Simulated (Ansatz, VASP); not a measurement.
# Rh: VASP beside Ansatz

```
Rh
1.0
     2.69175    0.00000    0.00000
    -1.34587    2.33112    0.00000
     0.00000    0.00000    8.79807
Rh
4
Direct
  0.00000 0.00000 0.00000
  0.33333 0.66667 0.25000
  0.00000 0.00000 0.50000
  0.66667 0.33333 0.75000
```

Alike in both runs: task single point; functional PBEsol; k mesh 9 × 9 × 3; no spin polarisation.

|  | VASP | Ansatz |
| --- | --- | --- |
| version | VASP 6.6.1 | Ansatz 0.2.0 |
| potentials or method | VASP PAW PBE potentials, release 64 (Rh_pv) | plane waves, PAW |
| plane-wave cutoff (eV) | 520 | 420 |
| occupations | methfessel-paxton of order 1, width 0.05 eV | cold, width 0.05 eV |
| valence electrons in the cell | 60 | 68 |

|  | VASP | Ansatz | Ansatz less VASP |
| --- | --- | --- | --- |
| gap on the k mesh at the Fermi level (eV) | none | none | - |
| pressure (GPa) | -5.9 | -5.8 | +0.08 |
| traceless stress, the component that is largest in VASP (GPa) | -0.69 | -0.81 | -0.120 |

VASP's potentials were made for PBE, not for PBEsol. A gap of «none» marks a metal or a gap that the smearing closes. VASP's potentials hold 60 valence electrons a cell and Ansatz's 68, so a difference there can come from the potentials and not from the codes.
